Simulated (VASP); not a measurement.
Here is a VASP 6.6.1 calculation.

The input INCAR:

```
ALGO = Normal ; EDIFF = 1E-6
EDIFFG = -0.04 ; ENCUT = 600
GGA = PE ; IBRION = 2
ISIF = 3 ; ISMEAR = 0
LASPH = True ; LCHARG = False
LREAL = False ; LWAVE = False
NELM = 100 ; NSW = 90
PREC = Accurate ; SIGMA = 0.1
```

Contents of KPOINTS:

```
k-points
0
Gamma
  6 6 4
```

The input POSCAR:

```
Si2Se
1.0
    3.1442893100      0.0000000000      0.0000000000
   -1.5721446600      2.7230344200      0.0000000000
    0.0000000000      0.0000000000      4.9566023500
Si Se
2 1
Direct
    0.6666666700      0.3333333300      0.7249647000
    0.6666666700      0.3333333300      0.2750353000
    0.0000000000      0.0000000000      0.0000000000
```

Potentials or basis: VASP PAW PBE potentials, release 64 (Si, Se).

Launch:

```bash
$ cat potpaw_PBE.64/Si/POTCAR potpaw_PBE.64/Se/POTCAR > POTCAR
$ mpirun -np 1 vasp_std > vasp.out
```

Task: What does it give for the space group after relaxing (to 0.1 Å)?

Result: P-6m2 (No. 187).

Task: Estimate the relaxed volume.

Result: 19.76 Å³/atom.

Forces on the atoms (eV/Å):
```
Si   0.000  0.000 -0.034
Si   0.000  0.000  0.034
Se   0.000  0.000  0.000
```

Caveat: the k points lie up to 0.36 Å⁻¹ apart in the final cell, too coarse for converged energies and pressures of a metal; the volume moved by over 15 % at a fixed basis, so the end points are rough.
